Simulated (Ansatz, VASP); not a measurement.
## VH in VASP and in Ansatz

The input POSCAR:

```
VH
1.0
    0.0000000000      1.8229873378      1.8229873378
    1.8229873378      0.0000000000      1.8229873378
    1.8229873378      1.8229873378      0.0000000000
V H
1 1
Direct
    0.0000000000      0.0000000000      0.0000000000
    0.5000000000      0.5000000000      0.5000000000
```

The input INCAR.step1:

```
ALGO     = Normal         # electronic algorithm
EDIFF    = 1E-4           # SCF threshold, eV
ENCUT    = 520            # plane-wave cutoff, eV
GGA      = PE             # functional
ISMEAR   = -1             # smearing method
LASPH    = True           # aspherical terms in the spheres
LCHARG   = False          # write CHGCAR
LREAL    = False          # projectors in reciprocal space
LWAVE    = True           # write WAVECAR
NBANDS   = 14             # bands
NELM     = 100            # most SCF steps
PREC     = Accurate       # precision mode
SIGMA    = 0.05           # smearing width, eV
```

File INCAR.step2:

```
ALGO     = Normal         # electronic algorithm
EDIFF    = 1E-8           # SCF threshold, eV
ENCUT    = 520            # plane-wave cutoff, eV
ISIF     = 2              # what is computed and relaxed
ISMEAR   = -1             # smearing method
ISTART   = 1            
LASPH    = True           # aspherical terms in the spheres
LCHARG   = False          # write CHGCAR
LEFG     = True         
LMIXTAU  = True         
LREAL    = False          # projectors in reciprocal space
LWAVE    = False          # write WAVECAR
METAGGA  = R2SCAN         # meta-GGA
NBANDS   = 14             # bands
NELM     = 100            # most SCF steps
PREC     = Accurate       # precision mode
SIGMA    = 0.05           # smearing width, eV
```

File KPOINTS:

```
k-points
0
Gamma
  16 16 16
```

Input for Ansatz:

```yaml
crystal:
  lattice:
    - [0.0, 1.8229873378, 1.8229873378]
    - [1.8229873378, 0.0, 1.8229873378]
    - [1.8229873378, 1.8229873378, 0.0]
  atoms:
    - { symbol: V, position: [0.0, 0.0, 0.0] }
    - { symbol: H, position: [0.5, 0.5, 0.5] }
kpoints:
  mp_grid: { grid: [16, 16, 16] }
  band_path:
    path:
      - [0.0, 0.0, 0.0]
      - [0.5, 0.0, 0.5]
      - [0.625, 0.25, 0.625]
      - [0.375, 0.375, 0.75]
      - [0.0, 0.0, 0.0]
      - [0.5, 0.5, 0.5]
      - [0.5, 0.25, 0.75]
      - [0.5, 0.0, 0.5]
    npoints: 6
scf:
  occupations: { method: fermi_dirac, width: 0.05 }
hamiltonian:
  xc: r2scan
  pseudopotentials: { kind: paw }
output:
  forces: true
  stress: true
  eigenvalues: true
  efg: { contact_densities: true }
  populations: true
```

Change from the starting cell: volume scaled by 0.8, PAW files.

Alike in both runs: task electric field gradients; functional r2SCAN; k mesh 16 × 16 × 16; occupations fermi-dirac, width 0.05 eV; no spin polarisation.

|  | VASP | Ansatz |
| --- | --- | --- |
| version | VASP 6.6.1 | Ansatz 0.2.0 |
| potentials or method | VASP PAW PBE potentials, release 64 (V_sv, H) | PAW with Ansatz's default frozen-core files, scalar-relativistic |
| plane-wave cutoff (eV) | 520 | 500 |
| valence electrons in the cell | 14 | 14 |

Ansatz gave:

* pressure (GPa): 70.8

Which values does VASP return?

Pressure (GPa): 72.5.

VASP's potentials were made for PBE, not for r2SCAN. Both programs put the cell under a high pressure, so it lies far from rest at this level. With one functional, cell and mesh, what is left measures potentials, basis and numerics.

Noted on VASP's run: the cell as given lies far from equilibrium.
